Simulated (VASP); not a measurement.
# NaI (I4/mmm) in VASP: a series of runs, part 2 of 2

VASP 6.6.1. Earlier steps stand in the parts before.

## Step 5: Single point, r2SCAN (in-plane strain +0.005, then relaxed in part)

File POSCAR:

```
NaI
1.0
    3.2495191685      3.2495191685      0.0000000000
   -3.2495191685      3.2495191685      0.0000000000
    0.0000000000      3.2495191685      3.2236523492
Na I
1 1
Direct
    0.0000000000      0.0000000000      0.0000000000
    0.5000000000      0.5000000000      0.0000000000
```

File INCAR.step1:

```
SYSTEM = NaI
PREC = Accurate
ENCUT = 520
ISMEAR = 0
SIGMA = 0.01
LREAL = .FALSE.
LASPH = .TRUE.
NELM = 60
NBANDS = 14
GGA = PE
ALGO = Normal
EDIFF = 1E-4
LWAVE = .TRUE.
LCHARG = .FALSE.
```

File INCAR.step2:

```
SYSTEM = NaI
PREC = Accurate
ENCUT = 520
EDIFF = 1E-7
ISMEAR = 0
SIGMA = 0.01
LREAL = .FALSE.
LASPH = .TRUE.
NELM = 60
ALGO = Normal
ISIF = 2
LWAVE = .FALSE.
LCHARG = .FALSE.
METAGGA = R2SCAN
LMIXTAU = .TRUE.
NBANDS = 14
ISTART = 1
```

File KPOINTS:

```
Automatic mesh
0
G
  6 6 6
  0 0 0
```

Command:

```sh
$ cat potpaw_PBE.64/Na_pv/POTCAR potpaw_PBE.64/I/POTCAR > POTCAR
$ cp INCAR.step1 INCAR
$ mpirun -np 1 vasp_std > vasp.out
$ cp INCAR.step2 INCAR
$ mpirun -np 1 vasp_std > vasp.out
```

It used 130 s of CPU time on 1 thread of AMD EPYC 7R13 Processor (Zen 3), on a shared host.

The run converged. Its results:

```
Free energy            : -31.0848 eV
Pressure               : -0.2 GPa
Band gap on the k mesh : 4.42 eV, direct
```

Stress tensor (GPa, compression positive):
```
-0.32  0.00  0.00
 0.00 -0.32  0.00
 0.00  0.00 -0.10
```

Levels at points of the mesh, in eV from the valence-band top:
| k point | band 3 | band 4 | band 5 | band 6 | band 7 | band 8 | band 9 | band 10 | band 11 | band 12 |
| --- | --- | --- | --- | --- | --- | --- | --- | --- | --- | --- |
| (0.00, 0.00, 0.00) | -23.26 | -11.34 | -0.01 | 0.00 | 0.00 | 4.42 | 8.45 | 8.45 | 8.51 | 10.27 |
| (0.50, 0.00, 0.00) | -23.26 | -11.01 | -2.17 | -0.30 | -0.29 | 5.69 | 8.03 | 8.10 | 9.74 | 11.04 |
| (0.50, 0.50, 0.00) | -23.26 | -10.93 | -1.92 | -0.77 | -0.73 | 5.23 | 6.03 | 10.68 | 12.15 | 12.21 |
| (0.00, 0.00, 0.50) | -23.26 | -10.92 | -1.92 | -0.77 | -0.77 | 5.21 | 6.01 | 10.74 | 12.16 | 12.24 |

Caveat: the cell differs from its parent crystal (in-plane strain +0.005, then relaxed in part); the PAW data sets were made with another functional, which shifts forces and pressure a little; spin-orbit coupling is left out, which moves the levels of the heavy elements.

## Step 6: Single point, r2SCAN (in-plane strain +0.005)

POSCAR is that of step 5.

File INCAR.step1:

```
PREC = Accurate
ENCUT = 520
ISMEAR = 0
SIGMA = 0.01
LREAL = False
LASPH = True
NELM = 100
NBANDS = 14
GGA = PE
ALGO = Normal
EDIFF = 1E-4
LWAVE = True
LCHARG = False
```

File INCAR.step2:

```
PREC = Accurate
ENCUT = 520
EDIFF = 1E-7
ISMEAR = 0
SIGMA = 0.01
LREAL = False
LASPH = True
NELM = 100
ALGO = Normal
ISIF = 2
LWAVE = False
LCHARG = False
METAGGA = R2SCAN
LMIXTAU = True
NBANDS = 14
ISTART = 1
```

File KPOINTS:

```
Automatic mesh
0
Gamma
  6 6 6
```

Potentials or basis: VASP PAW PBE potentials, release 64 (Na_pv, I).

Command:

```sh
$ cat potpaw_PBE.64/Na_pv/POTCAR potpaw_PBE.64/I/POTCAR > POTCAR
$ cp INCAR.step1 INCAR
$ mpirun -np 1 vasp_std > vasp.out
$ cp INCAR.step2 INCAR
$ mpirun -np 1 vasp_std > vasp.out
```

OUTCAR:

```text
PREC = Accurate
   ENCUT = 520
   EDIFF = 1E-7
   ISMEAR = 0
   LREAL = False
   LASPH = True
   NELM = 100
   ISIF = 2
   METAGGA = R2SCAN
   ISTART = 1

 ion  position               nearest neighbor table
   1  0.000  0.000  0.000-
   2  0.500  0.500  0.000-

  LATTYP: Found a body centered tetragonal cell.
 ALAT       =     4.5955140793
 C/A-ratio  =     1.4029561410

  Lattice vectors:

 A1 = (   3.2495191685,   0.0000000000,  -3.2236523492)
 A2 = (  -3.2495191685,   0.0000000000,  -3.2236523492)
 A3 = (   0.0000000000,   3.2495191685,   3.2236523492)

Analysis of symmetry for initial positions (statically):
=====================================================================
 Subroutine PRICEL returns:
 Original cell was already a primitive cell.

 Routine SETGRP: Setting up the symmetry group for a
 body centered tetragonal supercell.

 Subroutine GETGRP returns: Found 16 space group operations
 (whereof 16 operations were pure point group operations)
 out of a pool of 16 trial point group operations.

The static configuration has the point symmetry D_4h.

Analysis of symmetry for dynamics (positions and initial velocities):
[... 166 lines left out ...]

 k-point     1 :       0.0000    0.0000    0.0000
  band No.  band energies     occupation
      1     -22.8043      2.00000
      2     -22.8042      2.00000
      3     -22.8034      2.00000
      4     -10.8834      2.00000
      5       0.4447      2.00000
      6       0.4544      2.00000
      7       0.4544      2.00000
      8       4.8775      0.00000
      9       8.9090      0.00000
     10       8.9090      0.00000
     11       8.9608      0.00000
     12      10.7274      0.00000
     13      10.8149      0.00000
     14      11.5623      0.00000
[... 377 lines left out ...]
      1     -22.8074      2.00000
      2     -22.8058      2.00000
      3     -22.8052      2.00000
      4     -10.4854      2.00000
      5      -1.2640      2.00000
      6      -0.7307      2.00000
      7      -0.1954      2.00000
      8       7.1811      0.00000
      9       7.6930      0.00000
     10       8.9362      0.00000
     11       9.6381      0.00000
     12      11.6228      0.00000
     13      13.1367      0.00000
     14      14.1139      0.00000

 [... further k-points ...]
[... 5 lines left out ...]
  --------------------------------------------------------------------------------------
  -------------------------------------------------------------------------------------
  Total       -0.1348836     -0.1348836     -0.0438224      0.0000000      0.0000000     -0.0000000
  in kB       -3.1743391     -3.1743391     -1.0313133      0.0000000      0.0000000     -0.0000000
  external PRESSURE =      -2.4599972 kB  Pullay stress =       0.0000000 kB

 VOLUME and BASIS-vectors are now :
 -----------------------------------------------------------------------------
  energy-cutoff  :      520.00
  volume of cell :       68.08
      direct lattice vectors                 reciprocal lattice vectors
     3.249519168  3.249519168  0.000000000     0.153868918  0.153868918 -0.155103574
    -3.249519168  3.249519168  0.000000000    -0.153868918  0.153868918 -0.155103574
     0.000000000  3.249519168  3.223652349     0.000000000  0.000000000  0.310207148

 POSITION                                       TOTAL-FORCE (eV/Angst)
 -----------------------------------------------------------------------------------
      0.00000      0.00000      0.00000         0.000000      0.000000      0.000000
      0.00000      3.24952      0.00000        -0.000000     -0.000000      0.000000
 -----------------------------------------------------------------------------------
    total drift:                               -0.000000      0.000000     -0.000000

  FREE ENERGIE OF THE ION-ELECTRON SYSTEM (eV)
  ---------------------------------------------------
  free  energy   TOTEN  =       -31.0847729433 eV

  energy  without entropy=      -31.0847729433  energy(sigma->0) =      -31.08477294
```

Wall time 3.7 min (1 thread of AMD EPYC 7R13 (Zen 3), shared host); peak memory 0.19 GiB.

Results:

```
Free energy            : -31.0848 eV
Pressure               : -0.2 GPa
Band gap on the k mesh : 4.42 eV, direct
```

Stress tensor (GPa, compression positive):
```
-0.32  0.00  0.00
 0.00 -0.32  0.00
 0.00  0.00 -0.10
```

Levels at points of the mesh, in eV from the valence-band top:
| k point | band 3 | band 4 | band 5 | band 6 | band 7 | band 8 | band 9 | band 10 | band 11 | band 12 |
| --- | --- | --- | --- | --- | --- | --- | --- | --- | --- | --- |
| (0.00, 0.00, 0.00) | -23.26 | -11.34 | -0.01 | 0.00 | 0.00 | 4.42 | 8.45 | 8.45 | 8.51 | 10.27 |
| (0.50, 0.00, 0.00) | -23.26 | -11.01 | -2.17 | -0.30 | -0.29 | 5.69 | 8.03 | 8.10 | 9.74 | 11.04 |
| (0.50, 0.50, 0.00) | -23.26 | -10.93 | -1.92 | -0.77 | -0.73 | 5.23 | 6.03 | 10.68 | 12.15 | 12.21 |
| (0.00, 0.00, 0.50) | -23.26 | -10.92 | -1.92 | -0.77 | -0.77 | 5.21 | 6.01 | 10.74 | 12.16 | 12.24 |

Caveat: the cell differs from its parent crystal (in-plane strain +0.005); the PAW data sets were made with another functional, which shifts forces and pressure a little; spin-orbit coupling is left out, which moves the levels of the heavy elements.

## Step 7: Summary

```tsv
cell	gap on the mesh (eV)	pressure (GPa)
a = 4.527, b = 4.527, c = 4.564 Å, angles 60.3, 60.3, 90.0°, 2 atoms	4.48	0.1
a = 4.550, b = 4.550, c = 4.566 Å, angles 60.1, 60.1, 90.0°, 2 atoms	4.47	0.0
a = 4.550, b = 4.550, c = 4.568 Å, angles 60.1, 60.1, 90.0°, 2 atoms	4.46	0.0
a = 4.596, b = 4.596, c = 4.577 Å, angles 59.9, 59.9, 90.0°, 2 atoms	4.42	-0.2
```

Alike in all rows: task single point; level r2SCAN; potentials or basis VASP PAW PBE potentials, release 64 (Na_pv, I); no spin polarisation; k mesh 6 × 6 × 6; cutoff (eV) 520; smearing gaussian 0.01 eV.

Caveats: the PAW data sets were made with another functional, which shifts forces and pressure a little; spin-orbit coupling is left out, which moves the levels of the heavy elements.

Total energies depend on the potentials used, so only differences within one code and one set of settings carry meaning.
